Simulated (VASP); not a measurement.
# Hg (R-3m) in VASP: notebook

Hg is run at these levels: LDA; tasks: electric field gradients.

Program: VASP 6.6.1. These are calculated values, not measurements. Logs are shortened: lines on timing, memory, paths and dates and some standing lists are left out, and cuts for length are marked.

## (1) The cell of the first run

Symmetry: R-3m, No. 166, trigonal system. The conventional cell has a = 3.425 Å, b = 3.425 Å, c = 6.702 Å, α = 90.00°, β = 90.00°, γ = 120.00°. Within 3.9 Å of Hg (site symmetry -3m) lie 12 Hg at 2.98 to 3.43 Å.

## (2) Electric field gradients, LDA (equal xx and yy strain of -1 %)

Input file INCAR:

```
ALGO = Normal
EDIFF = 1E-8
ENCUT = 520
GGA = CA
ISIF = 2
ISMEAR = -1
LASPH = T
LCHARG = F
LEFG = T
LREAL = F
LWAVE = F
NBANDS = 12
NELM = 80
PREC = Accurate
SIGMA = 0.03
```

Input file KPOINTS:

```
k-points
0
Gamma
  12 12 12
```

Input file POSCAR:

```
Hg
1.0
    1.7127004508      0.9888280663      2.2340000000
   -1.7127004508      0.9888280663      2.2340000000
    0.0000000000     -1.9776561325      2.2340000000
Hg
1
Direct
    0.0000000000      0.0000000000      0.0000000000
```

Potentials or basis: VASP PAW LDA potentials, release 64 (Hg).

Run with:

```bash
$ cat potpaw_LDA.64/Hg/POTCAR > POTCAR
$ mpirun -np 1 vasp_std > vasp.out
```

OUTCAR:

```text
EDIFF = 1E-8
   ENCUT = 520
   GGA = CA
   ISIF = 2
   ISMEAR = -1
   LASPH = T
   LREAL = F
   NELM = 80
   PREC = Accurate

 ion  position               nearest neighbor table
   1  0.000  0.000  0.000-

  LATTYP: Found a trigonal (rhomboedric) cell.
 ALAT       =     2.9836018131
 COS(alpha) =     0.3409610314

  Lattice vectors:

 A1 = (   1.7127004508,   0.9888280663,   2.2340000000)
 A2 = (  -1.7127004508,   0.9888280663,   2.2340000000)
 A3 = (   0.0000000000,  -1.9776561325,   2.2340000000)

Analysis of symmetry for initial positions (statically):
=====================================================================
 Subroutine PRICEL returns:
 Original cell was already a primitive cell.

 Routine SETGRP: Setting up the symmetry group for a
 trigonal (rhombohedral) supercell.

 Subroutine GETGRP returns: Found 12 space group operations
 (whereof 12 operations were pure point group operations)
 out of a pool of 12 trial point group operations.

The static configuration has the point symmetry D_3d.

Analysis of symmetry for dynamics (positions and initial velocities):
=====================================================================
 Subroutine PRICEL returns:
 Original cell was already a primitive cell.

 Routine SETGRP: Setting up the symmetry group for a
 trigonal (rhombohedral) supercell.

 Subroutine GETGRP returns: Found 12 space group operations
 (whereof 12 operations were pure point group operations)
 out of a pool of 12 trial point group operations.

The dynamic configuration has the point symmetry D_3d.

 Subroutine INISYM returns: Found 12 space group operations
 (whereof 12 operations are pure point group operations),
 and found     1 'primitive' translations

----------------------------------------------------------------------------------------

                                     Primitive cell

  volume of cell :      22.7006

  direct lattice vectors                    reciprocal lattice vectors
     1.712700451  0.988828066  2.234000000     0.291936631  0.168549693  0.149209191
    -1.712700451  0.988828066  2.234000000    -0.291936631  0.168549693  0.149209191
     0.000000000 -1.977656132  2.234000000     0.000000000 -0.337099385  0.149209191

  length of vectors
     2.983601813  2.983601813  2.983601813     0.368645329  0.368645329  0.368645329

  position of ions in fractional coordinates (direct lattice)
     0.000000000  0.000000000  0.000000000

  ion indices of the primitive-cell ions
   primitive index   ion index
                 1           1

----------------------------------------------------------------------------------------

 KPOINTS: k-points

Automatic generation of k-mesh.
 Grid dimensions read from file:
 generate k-points for:   12   12   12

 Generating k-lattice:

  Cartesian coordinates                     Fractional coordinates (reciprocal lattice)
     0.024328053  0.014045808  0.012434099     0.083333333  0.000000000  0.000000000
    -0.024328053  0.014045808  0.012434099     0.000000000  0.083333333  0.000000000
     0.000000000 -0.028091615  0.012434099    -0.000000000 -0.000000000  0.083333333

  Length of vectors
     0.030720444  0.030720444  0.030720444

  Shift w.r.t. Gamma in fractional coordinates (k-lattice)
     0.000000000  0.000000000  0.000000000

 Subroutine IBZKPT returns following result:
 ===========================================

 Found    189 irreducible k-points:

 Following reciprocal coordinates:
            Coordinates               Weight
  0.000000  0.000000  0.000000      1.000000
  0.083333  0.000000  0.000000      6.000000
  0.166667  0.000000  0.000000      6.000000
  0.250000  0.000000  0.000000      6.000000
  0.333333  0.000000  0.000000      6.000000
  0.416667  0.000000  0.000000      6.000000
[... 16 lines left out ...]
  0.500000  0.166667 -0.000000     12.000000
 -0.416667  0.166667 -0.000000     12.000000
 [... further k-points ...]
   k-points           NKPTS =    189   k-points in BZ     NKDIM =    189   number of bands    NBANDS=     12
   number of dos      NEDOS =    301   number of ions     NIONS =      1
   total plane-waves  NPLWV =  13824
   dimension x,y,z NGX =    24 NGY =   24 NGZ =   24
   dimension x,y,z NGXF=    48 NGYF=   48 NGZF=   48
   ions per type =               1
   NGX,Y,Z   is equivalent  to a cutoff of  13.37, 13.37, 13.37 a.u.
   NGXF,Y,Z  is equivalent  to a cutoff of  26.75, 26.75, 26.75 a.u.
 SYSTEM =  unknown system
   PREC   = accura    normal or accurate (medium, high low for compatibility)
   ISTART =      0    job   : 0-new  1-cont  2-samecut
   ICHARG =      2    charge: 1-file 2-atom 10-const
   ISPIN  =      1    spin polarized calculation?
   LNONCOLLINEAR =      F non collinear calculations
   LSORBIT =      F    spin-orbit coupling
   LASPH  =      T    aspherical Exc in radial PAW
   ENCUT  =  520.0 eV  38.22 Ry    6.18 a.u.   5.55  5.55  5.55*2*pi/ulx,y,z
   NELM   =     80;   NELMIN=  2; NELMDL= -5     # of ELM steps
   EDIFF  = 0.1E-07   stopping-criterion for ELM
   LREAL  =      F    real-space projection
   EDIFFG = 0.1E-06   stopping-criterion for IOM
   NSW    =      0    number of steps for IOM
   IBRION =     -1    ionic relax: 0-MD 1-quasi-New 2-CG
   NFREE  =      0    steps in history (QN), initial steepest desc. (CG)
   ISIF   =      2    stress and relaxation
   ISYM   =      2    0-nonsym 1-usesym 2-fastsym
   POTIM  = 0.5000    time-step for ionic-motion
   TEBEG  =    0.0;   TEEND  =   0.0 temperature during run
   PSTRESS=    0.0 pullay stress
   NELECT =      12.0000    total number of electrons
   NUPDOWN=      -1.0000    fix difference up-down
   EMIN   =  10.00;   EMAX   =-10.00  energy-range for DOS
   EFERMI =   0.00;   METHOD = LEGACY
   ISMEAR =    -1;   SIGMA  =   0.03  broadening in eV -4-tet -1-fermi 0-gaus
   EFERMI_NEDOS =   21; number of points for ismear=-14 and -15
   IALGO  =     38    algorithm
   IMIX   =      4    mixing-type and parameters
     AMIX     =   0.40;   BMIX     =  1.00
     AMIX_MAG =   1.60;   BMIX_MAG =  1.00
  volume/ion in A,a.u.               =      22.70       153.19
  Fermi-wavevector in a.u.,A,eV,Ry     =   1.323700  2.501431 23.839894  1.752183
  Thomas-Fermi vector in A             =   2.453289
   LORBIT       =      0    0 simple, 1 ext, 2 COOP (PROOUT), +10 PAW based schemes
   GGA     = CA    functional components
   LHFCALC =     F    Hartree Fock is set to
   AEXX    =    0.0000 exact exchange contribution
   IVDW    =     0    specifies the selected vdW correction
   LEPSILON=     F    determine dielectric tensor
   LRPA    =     F    only Hartree local field effects (RPA)
 non-spin polarized calculation
  energy-cutoff  :      520.00
  volume of cell :       22.70
 maximum number of plane-waves:       630
 NGX is ok and might be reduce to    24
   NGX = 11   NGY = 11   NGZ = 11

 number of electron      12.0000001 magnetization

 Free energy of the ion-electron system (eV)
  ---------------------------------------------------
  ext. energy  EPLUGINS =         0.00000000
  ---------------------------------------------------
  free energy    TOTEN  =        -0.96109576 eV

  energy without entropy =       -0.95988307  energy(sigma->0) =       -0.96048941

 E-fermi :   2.8017     XC(G=0): -11.3756

 val. band max:        2.7993562922   @ k =  -0.3333   0.4167   0.2500
 cond. band min:       2.8075664790   @ k =  -0.2500   0.5000   0.2500
 fundamental gap:      0.0082101868
 Fermi energy:         2.8017287895

 k-point     1 :       0.0000    0.0000    0.0000
  band No.  band energies     occupation
      1      -6.6564      2.00000
      2      -4.9416      2.00000
      3      -4.9416      2.00000
      4      -3.6249      2.00000
      5      -3.4203      2.00000
      6      -3.4203      2.00000
      7      15.2073      0.00000
      8      15.7284      0.00000
      9      15.7284      0.00000
     10      20.4121      0.00000
     11      21.6381      0.00000
     12      21.6381      0.00000
[... 331 lines left out ...]
 k-point    24 :      -0.4167    0.1667   -0.0000
  band No.  band energies     occupation
      1      -5.3095      2.00000
      2      -4.7752      2.00000
      3      -3.7982      2.00000
      4      -3.6167      2.00000
      5      -3.1948      2.00000
      6       0.1170      2.00000
      7       2.6651      1.97916
      8      11.3135      0.00000
      9      15.6607      0.00000
     10      18.7756      0.00000
     11      21.9156      0.00000
     12      23.1861      0.00000

 [... further k-points ...]

------------------------ aborting loop because EDIFF is reached ----------------------------------------

  FORCE on cell =-STRESS in cart. coord.  units (eV):
  Direction    XX          YY          ZZ          XY          YZ          ZX
  --------------------------------------------------------------------------------------
  -------------------------------------------------------------------------------------
  Total       -0.0211174     -0.0211174     -0.0861170      0.0000000     -0.0000000      0.0000000
  in kB       -1.4904413     -1.4904413     -6.0780331      0.0000000     -0.0000000      0.0000000
  external PRESSURE =      -3.0196385 kB  Pullay stress =       0.0000000 kB

 VOLUME and BASIS-vectors are now :
 -----------------------------------------------------------------------------
  energy-cutoff  :      520.00
  volume of cell :       22.70
      direct lattice vectors                 reciprocal lattice vectors
     1.712700451  0.988828066  2.234000000     0.291936631  0.168549693  0.149209191
    -1.712700451  0.988828066  2.234000000    -0.291936631  0.168549693  0.149209191
     0.000000000 -1.977656132  2.234000000     0.000000000 -0.337099385  0.149209191

 POSITION                                       TOTAL-FORCE (eV/Angst)
 -----------------------------------------------------------------------------------
      0.00000      0.00000      0.00000         0.000000      0.000000      0.000000
 -----------------------------------------------------------------------------------
    total drift:                               -0.000000      0.000000      0.000000

  FREE ENERGIE OF THE ION-ELECTRON SYSTEM (eV)
  ---------------------------------------------------
  free  energy   TOTEN  =        -0.9610957576 eV

  energy  without entropy=       -0.9598830657  energy(sigma->0) =       -0.96048941

 Electric field gradients (V/A^2)
---------------------------------------------------------------------
 ion       V_xx      V_yy      V_zz      V_xy      V_xz      V_yz
---------------------------------------------------------------------
   1      77.255    77.255  -154.509    -0.000    -0.000    -0.000
---------------------------------------------------------------------

 Electric field gradients after diagonalization (V/A^2)
 (convention: |V_zz| > |V_xx| > |V_yy|)
----------------------------------------------------------------------
 ion       V_xx      V_yy      V_zz     asymmetry (V_yy - V_xx)/ V_zz
----------------------------------------------------------------------
   1      77.255    77.255  -154.509       0.000
----------------------------------------------------------------------

           NMR quadrupolar parameters

 Cq : quadrupolar parameter    Cq=e*Q*V_zz/h
 eta: asymmetry parameters     (V_yy - V_xx)/ V_zz
 Q  : nuclear electric quadrupole moment in mb (millibarn)
----------------------------------------------------------------------
 ion       Cq(MHz)       eta       Q (mb)
----------------------------------------------------------------------
   1      -0.374       0.000       1.000
----------------------------------------------------------------------
```

Wall time 16 s (1 thread of AMD EPYC 9R45 (Zen 5), shared host); peak memory 0.13 GiB.

Results:

```
Free energy                             : -0.9611 eV
Pressure                                : -0.3 GPa
Band gap on the k mesh                  : zero (bands 6 and 7 overlap by 3.36 eV)
Largest electric field gradient by atom : Hg -154.5 V/Å²
```

Stress tensor (GPa, compression positive):
```
-0.15  0.00  0.00
 0.00 -0.15  0.00
 0.00  0.00 -0.61
```

Levels at points of the mesh, in eV from the Fermi level:
```tsv
k point	band 2	band 3	band 4	band 5	band 6	band 7	band 8	band 9	band 10	band 11
(0.00, 0.00, 0.00)	-7.74	-7.74	-6.43	-6.22	-6.22	12.41	12.93	12.93	17.61	18.84
(0.50, 0.00, 0.00)	-7.77	-6.44	-6.25	-5.85	-2.10	-2.05	12.54	12.83	17.24	17.89
(0.50, 0.50, 0.00)	-8.10	-6.10	-5.90	-5.39	-0.21	0.94	4.87	9.97	10.44	15.67
(0.50, 0.50, 0.50)	-7.34	-7.34	-5.49	-5.49	-0.32	1.32	9.67	9.67	11.21	15.62
```

Electric field gradients, principal values (V/Å²):
```tsv
atom	least	middle	greatest (by size)
1 Hg	77.255	77.255	-154.509
```

Caveat: the cell differs from its parent crystal (equal xx and yy strain of -1 %); without QUAD_EFG the Cq values of the log hold for a quadrupole moment of 1 mb, not for the nuclei; spin-orbit coupling is left out, which moves the levels of the heavy elements.

[end of part 1 of 2]
